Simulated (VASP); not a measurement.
Input of a VASP 6.6.1 run:

The input INCAR:

```
ALGO = Normal
EDIFF = 1E-6
ENCUT = 600
GGA = PE
GGA_COMPAT = F
ISIF = 2
ISMEAR = 0
LASPH = T
LCHARG = F
LMAXMIX = 6
LREAL = F
LWAVE = F
NBANDS = 27
NELM = 200
PREC = Accurate
SIGMA = 0.1
```

KPOINTS

```
k-points
0
Gamma
  6 6 4
```

Contents of POSCAR:

```
TmHOs
1.0
    3.6237012170      0.0000000000      0.0000000000
    0.0000000000      3.6237012170      0.0000000000
    0.0000000000      0.0000000000      7.3122919013
Tm H Os
2 2 2
Direct
    0.0000000000      0.5000000000      0.8172260570
    0.5000000000      0.0000000000      0.1827739430
    0.0000000000      0.0000000000      0.0000000000
    0.5000000000      0.5000000000      0.0000000000
    0.0000000000      0.0000000000      0.5000000000
    0.5000000000      0.5000000000      0.5000000000
```

Potentials or basis: VASP PAW PBE potentials, release 64 (Tm_3, H, Os), 4f in core.

The run is started by

```console
$ cat potpaw_PBE.64/Tm_3/POTCAR potpaw_PBE.64/H/POTCAR potpaw_PBE.64/Os/POTCAR > POTCAR
$ mpirun -np 1 vasp_std > vasp.out
```

(1) Estimate the band gap on the k mesh.

(2) Estimate the pressure.

(3) Predict the largest force.

## Answers

(1) zero (bands 18 and 19 overlap by 1.16 eV).

(2) 1.0 GPa.

(3) 0.332 eV/Å.

Caveat: spin-orbit coupling is left out, which moves the levels of the heavy elements; the 4f electrons are frozen in the core, so they carry no moment and show no levels.
